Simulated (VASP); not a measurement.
# MgO (zincblende type) (F-43m) in VASP: notebook

The runs below take MgO (zincblende type) through single point, relaxation of cell and atoms, with PBE.

Everything below comes from runs of VASP 6.6.1. Logs are shortened: lines on timing, memory, paths and dates and some standing lists are left out, and cuts for length are marked.

## (1) The cell of the first run

It takes space group F-43m (No. 216, cubic). Conventional cell: a = 4.335 Å, b = 4.335 Å, c = 4.335 Å, α = 90.00°, β = 90.00°, γ = 90.00°. Within 2.5 Å of Mg (site symmetry -43m) lie 4 O at 1.88 Å. Within 2.5 Å of O (site symmetry -43m) lie 4 Mg at 1.88 Å.

## (2) Single point, PBE

File INCAR:

```
SYSTEM = MgO
PREC = Accurate ; ENCUT = 520
EDIFF = 1E-7 ; ISMEAR = -1
SIGMA = 0.05 ; LREAL = .FALSE.
LASPH = .TRUE. ; NELM = 60
ALGO = Normal ; ISIF = 2
LWAVE = .FALSE. ; LCHARG = .FALSE.
GGA = PE ; NBANDS = 11
```

File KPOINTS:

```
Automatic mesh
0
G
  15 15 15
  0 0 0
```

File POSCAR:

```
MgO
1.0
    0.0000000000      2.1672817975      2.1672817975
    2.1672817975      0.0000000000      2.1672817975
    2.1672817975      2.1672817975      0.0000000000
Mg O
1 1
Direct
    0.0000000000      0.0000000000      0.0000000000
    0.2500000000      0.2500000000      0.2500000000
```

Potentials or basis: VASP PAW PBE potentials, release 64 (Mg, O).

The run is started by

```console
cat potpaw_PBE.64/Mg/POTCAR potpaw_PBE.64/O/POTCAR > POTCAR
mpirun -np 1 vasp_std > vasp.out
```

OUTCAR:

```text
SYSTEM = MgO
   PREC = Accurate
   ENCUT = 520
   EDIFF = 1E-7
   ISMEAR = -1
   LREAL = .FALSE.
   LASPH = .TRUE.
   NELM = 60
   ISIF = 2
   GGA = PE

 ion  position               nearest neighbor table
   1  0.000  0.000  0.000-   2 1.88   2 1.88   2 1.88   2 1.88
   2  0.250  0.250  0.250-   1 1.88   1 1.88   1 1.88   1 1.88

  LATTYP: Found a face centered cubic cell.
 ALAT       =     4.3345635950

  Lattice vectors:

 A1 = (   0.0000000000,   2.1672817975,   2.1672817975)
 A2 = (   2.1672817975,   0.0000000000,   2.1672817975)
 A3 = (   2.1672817975,   2.1672817975,   0.0000000000)

Analysis of symmetry for initial positions (statically):
=====================================================================
 Subroutine PRICEL returns:
 Original cell was already a primitive cell.

 Routine SETGRP: Setting up the symmetry group for a
 face centered cubic supercell.

 Subroutine GETGRP returns: Found 24 space group operations
 (whereof 24 operations were pure point group operations)
 out of a pool of 48 trial point group operations.

The static configuration has the point symmetry T_d .

Analysis of symmetry for dynamics (positions and initial velocities):
=====================================================================
 Subroutine PRICEL returns:
 Original cell was already a primitive cell.

 Routine SETGRP: Setting up the symmetry group for a
 face centered cubic supercell.

 Subroutine GETGRP returns: Found 24 space group operations
 (whereof 24 operations were pure point group operations)
 out of a pool of 48 trial point group operations.

The dynamic configuration has the point symmetry T_d .

 Subroutine INISYM returns: Found 24 space group operations
 (whereof 24 operations are pure point group operations),
 and found     1 'primitive' translations

----------------------------------------------------------------------------------------

                                     Primitive cell

  volume of cell :      20.3599

  direct lattice vectors                    reciprocal lattice vectors
     0.000000000  2.167281797  2.167281797    -0.230703732  0.230703732  0.230703732
     2.167281797  0.000000000  2.167281797     0.230703732 -0.230703732  0.230703732
     2.167281797  2.167281797  0.000000000     0.230703732  0.230703732 -0.230703732

  length of vectors
     3.064999312  3.064999312  3.064999312     0.399590586  0.399590586  0.399590586

  position of ions in fractional coordinates (direct lattice)
     0.000000000  0.000000000  0.000000000
     0.250000000  0.250000000  0.250000000

  ion indices of the primitive-cell ions
   primitive index   ion index
                 1           1
                 2           2

----------------------------------------------------------------------------------------

 KPOINTS: Automatic mesh

Automatic generation of k-mesh.
 Grid dimensions read from file:
 generate k-points for:   15   15   15

 Generating k-lattice:

  Cartesian coordinates                     Fractional coordinates (reciprocal lattice)
    -0.015380249  0.015380249  0.015380249     0.066666667  0.000000000  0.000000000
     0.015380249 -0.015380249  0.015380249     0.000000000  0.066666667  0.000000000
     0.015380249  0.015380249 -0.015380249     0.000000000  0.000000000  0.066666667

  Length of vectors
     0.026639372  0.026639372  0.026639372

  Shift w.r.t. Gamma in fractional coordinates (k-lattice)
     0.000000000  0.000000000  0.000000000

 Subroutine IBZKPT returns following result:
 ===========================================

 Found    120 irreducible k-points:

 Following reciprocal coordinates:
            Coordinates               Weight
  0.000000  0.000000  0.000000      1.000000
  0.066667  0.000000  0.000000      8.000000
  0.133333  0.000000  0.000000      8.000000
  0.200000  0.000000  0.000000      8.000000
  0.266667  0.000000  0.000000      8.000000
  0.333333  0.000000  0.000000      8.000000
[... 16 lines left out ...]
  0.133333  0.133333  0.000000      6.000000
  0.200000  0.133333  0.000000     24.000000
 [... further k-points ...]
   k-points           NKPTS =    120   k-points in BZ     NKDIM =    120   number of bands    NBANDS=     11
   number of dos      NEDOS =    301   number of ions     NIONS =      2
   total plane-waves  NPLWV =  13824
   dimension x,y,z NGX =    24 NGY =   24 NGZ =   24
   dimension x,y,z NGXF=    48 NGYF=   48 NGZF=   48
   ions per type =               1   1
   NGX,Y,Z   is equivalent  to a cutoff of  13.02, 13.02, 13.02 a.u.
   NGXF,Y,Z  is equivalent  to a cutoff of  26.04, 26.04, 26.04 a.u.
 SYSTEM =  MgO
   PREC   = accura    normal or accurate (medium, high low for compatibility)
   ISTART =      0    job   : 0-new  1-cont  2-samecut
   ICHARG =      2    charge: 1-file 2-atom 10-const
   ISPIN  =      1    spin polarized calculation?
   LNONCOLLINEAR =      F non collinear calculations
   LSORBIT =      F    spin-orbit coupling
   LASPH  =      T    aspherical Exc in radial PAW
   ENCUT  =  520.0 eV  38.22 Ry    6.18 a.u.   5.70  5.70  5.70*2*pi/ulx,y,z
   NELM   =     60;   NELMIN=  2; NELMDL= -5     # of ELM steps
   EDIFF  = 0.1E-06   stopping-criterion for ELM
   LREAL  =      F    real-space projection
   EDIFFG = 0.1E-05   stopping-criterion for IOM
   NSW    =      0    number of steps for IOM
   IBRION =     -1    ionic relax: 0-MD 1-quasi-New 2-CG
   NFREE  =      0    steps in history (QN), initial steepest desc. (CG)
   ISIF   =      2    stress and relaxation
   ISYM   =      2    0-nonsym 1-usesym 2-fastsym
   POTIM  = 0.5000    time-step for ionic-motion
   TEBEG  =    0.0;   TEEND  =   0.0 temperature during run
   PSTRESS=    0.0 pullay stress
   NELECT =       8.0000    total number of electrons
   NUPDOWN=      -1.0000    fix difference up-down
   EMIN   =  10.00;   EMAX   =-10.00  energy-range for DOS
   EFERMI =   0.00;   METHOD = LEGACY
   ISMEAR =    -1;   SIGMA  =   0.05  broadening in eV -4-tet -1-fermi 0-gaus
   EFERMI_NEDOS =   21; number of points for ismear=-14 and -15
   IALGO  =     38    algorithm
   IMIX   =      4    mixing-type and parameters
     AMIX     =   0.40;   BMIX     =  1.00
     AMIX_MAG =   1.60;   BMIX_MAG =  1.00
  volume/ion in A,a.u.               =      10.18        68.70
  Fermi-wavevector in a.u.,A,eV,Ry     =   1.199074  2.265922 19.562175  1.437779
  Thomas-Fermi vector in A             =   2.334947
   LORBIT       =      0    0 simple, 1 ext, 2 COOP (PROOUT), +10 PAW based schemes
   GGA     = PE    functional components
   LHFCALC =     F    Hartree Fock is set to
   AEXX    =    0.0000 exact exchange contribution
   IVDW    =     0    specifies the selected vdW correction
   LEPSILON=     F    determine dielectric tensor
   LRPA    =     F    only Hartree local field effects (RPA)
 non-spin polarized calculation
  energy-cutoff  :      520.00
  volume of cell :       20.36
 maximum number of plane-waves:       560
   NGX = 11   NGY = 11   NGZ = 11

 number of electron       7.9999996 magnetization

 Free energy of the ion-electron system (eV)
  ---------------------------------------------------
  ext. energy  EPLUGINS =         0.00000000
  ---------------------------------------------------
  free energy    TOTEN  =       -11.35889691 eV

  energy without entropy =      -11.35889691  energy(sigma->0) =      -11.35889691

 E-fermi :   2.7702     XC(G=0): -10.4076

 val. band max:        1.6630192548   @ k =  -0.0667   0.0667   0.0000
 cond. band min:       6.2493305660   @ k =   0.0000   0.0000   0.0000
 fundamental gap:      4.5863113112
 Fermi energy:         2.7702171984

 k-point     1 :       0.0000    0.0000    0.0000
  band No.  band energies     occupation
      1     -14.7294      2.00000
      2       1.6595      2.00000
      3       1.6595      2.00000
      4       1.6595      2.00000
      5       6.2493      0.00000
      6      20.2394      0.00000
      7      20.2394      0.00000
      8      20.2394      0.00000
      9      23.4859      0.00000
     10      23.4859      0.00000
     11      23.9161      0.00000

 k-point     2 :       0.0667    0.0000    0.0000
  band No.  band energies     occupation
      1     -14.6932      2.00000
      2       1.4160      2.00000
      3       1.6514      2.00000
      4       1.6514      2.00000
      5       6.5235      0.00000
      6      19.7568      0.00000
      7      20.2357      0.00000
      8      20.2357      0.00000
      9      22.5076      0.00000
     10      22.5076      0.00000
     11      23.5865      0.00000

 k-point     3 :       0.1333    0.0000    0.0000
  band No.  band energies     occupation
      1     -14.5896      2.00000
      2       0.8305      2.00000
      3       1.6285      2.00000
      4       1.6285      2.00000
      5       7.1992      0.00000
      6      18.6267      0.00000
      7      20.0038      0.00000
      8      20.0038      0.00000
      9      21.9542      0.00000
     10      21.9542      0.00000
     11      23.1741      0.00000

 k-point     4 :       0.2000    0.0000    0.0000
  band No.  band energies     occupation
      1     -14.4326      2.00000
      2       0.1260      2.00000
      3       1.5952      2.00000
      4       1.5952      2.00000
      5       8.0506      0.00000
      6      17.2966      0.00000
      7      19.3661      0.00000
      8      19.3661      0.00000
      9      22.2164      0.00000
     10      22.2164      0.00000
     11      22.9280      0.00000
[... 239 lines left out ...]
 k-point    22 :      -0.0667    0.0667    0.0000
  band No.  band energies     occupation
      1     -14.6347      2.00000
      2       1.0995      2.00000
      3       1.5807      2.00000
      4       1.6630      2.00000
      5       6.9223      0.00000
      6      19.2129      0.00000
      7      19.8136      0.00000
      8      20.3610      0.00000
      9      21.3391      0.00000
     10      22.4926      0.00000
     11      24.4359      0.00000

 k-point    23 :       0.1333    0.1333    0.0000
  band No.  band energies     occupation
      1     -14.5438      2.00000
      2       0.7976      2.00000
      3       1.5167      2.00000
      4       1.5167      2.00000
      5       7.4515      0.00000
      6      18.2461      0.00000
      7      19.7963      0.00000
      8      19.9965      0.00000
      9      19.9965      0.00000
     10      24.0456      0.00000
     11      25.4425      0.00000

 k-point    24 :       0.2000    0.1333    0.0000
  band No.  band energies     occupation
      1     -14.4277      2.00000
      2       0.3519      2.00000
      3       1.4513      2.00000
      4       1.4691      2.00000
      5       8.0323      0.00000
      6      17.1858      0.00000
      7      18.9528      0.00000
      8      19.8296      0.00000
      9      20.3524      0.00000
     10      24.0681      0.00000
     11      25.2360      0.00000

 [... further k-points ...]
[... 5 lines left out ...]
  --------------------------------------------------------------------------------------
  -------------------------------------------------------------------------------------
  Total        3.9377633      3.9377633      3.9377633      0.0000000      0.0000000      0.0000000
  in kB      309.8732215    309.8732215    309.8732215      0.0000000      0.0000000      0.0000000
  external PRESSURE =     309.8732215 kB  Pullay stress =       0.0000000 kB

 VOLUME and BASIS-vectors are now :
 -----------------------------------------------------------------------------
  energy-cutoff  :      520.00
  volume of cell :       20.36
      direct lattice vectors                 reciprocal lattice vectors
     0.000000000  2.167281797  2.167281797    -0.230703732  0.230703732  0.230703732
     2.167281797  0.000000000  2.167281797     0.230703732 -0.230703732  0.230703732
     2.167281797  2.167281797  0.000000000     0.230703732  0.230703732 -0.230703732

 POSITION                                       TOTAL-FORCE (eV/Angst)
 -----------------------------------------------------------------------------------
      0.00000      0.00000      0.00000        -0.000000      0.000000      0.000000
      1.08364      1.08364      1.08364         0.000000     -0.000000     -0.000000
 -----------------------------------------------------------------------------------
    total drift:                                0.000000      0.000000      0.000000

  FREE ENERGIE OF THE ION-ELECTRON SYSTEM (eV)
  ---------------------------------------------------
  free  energy   TOTEN  =       -11.3588969139 eV

  energy  without entropy=      -11.3588969138  energy(sigma->0) =      -11.35889691
```

It took 8.1 s on 1 thread of Intel Xeon 6975P-C (Granite Rapids), shared host; peak memory 0.15 GiB.

Results:

```
Free energy            : -11.3589 eV
Pressure               : 31.0 GPa
Band gap on the k mesh : 4.59 eV, indirect (the least direct gap lies 3.5 meV higher)
```

(Continued in part 2 of 3.)
